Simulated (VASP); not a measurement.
Write the native input for VASP 6.6.1 that does the following.

| Property | Result |
| --- | --- |
| Task | single point |
| Functional | PBE |
| Potentials or basis | VASP PAW PBE potentials, release 64 (Ru_pv) |
| Cutoff | 520 eV |
| k mesh | 12 × 8 × 1 |
| Occupations | fermi-dirac, width 0.1 eV |
| Spin | no spin polarisation |
| Dipole correction | yes |
| Further INCAR settings | ALGO = Normal; EDIFF = 1e-07; NBANDS = 36 |

The structure of Ru lies in POSCAR:

```
Ru
1.0
    2.7211623488      0.0000000000      0.0000000000
    0.0000000000      4.2959980361      0.0000000000
    0.0000000000      0.0000000000     19.1421000000
Ru
4
Direct
    0.0000000000      0.7500000000      0.4179262559
    0.5000000000      0.2500000000      0.4589631282
    0.5000000000      0.7500000000      0.5410368718
    0.0000000000      0.2500000000      0.5820737441
```

The input as run:

INCAR

```
SYSTEM = Ru
PREC     = Accurate       ! precision mode
ENCUT    = 520            ! plane-wave cutoff, eV
EDIFF    = 1E-7           ! SCF threshold, eV
ISMEAR   = -1             ! smearing method
SIGMA    = 0.1            ! smearing width, eV
LREAL    = .False.        ! projectors in reciprocal space
LASPH    = .True.         ! aspherical terms in the spheres
NELM     = 100            ! most SCF steps
ALGO     = Normal         ! electronic algorithm
ISIF     = 2              ! what is computed and relaxed
LWAVE    = .False.        ! write WAVECAR
LCHARG   = .True.         ! write CHGCAR
LDIPOL   = .True.       
IDIPOL   = 3            
DIPOL    = 0.5 0.5 0.500
GGA      = PE             ! functional
LELF     = .True.         ! ELF
LVHAR    = .True.       
LVACPOTAV= .True.       
NBANDS   = 36             ! bands
```

KPOINTS

```
Automatic mesh
0
Gamma
  12 8 1
  0 0 0
```

Potentials or basis: VASP PAW PBE potentials, release 64 (Ru_pv).

The run is started by

```console
$ cat potpaw_PBE.64/Ru_pv/POTCAR > POTCAR
$ mpirun -np 1 vasp_std > vasp.out
```

Results of the run:

The largest force is 1.316 eV/Å and the band gap on the k mesh is zero (bands 28 and 29 overlap by 1.14 eV).

It took 5 min on 1 thread of Intel(R) Xeon(R) Platinum 8488C (Sapphire Rapids), with other jobs on the host, peak memory 0.41 GiB.
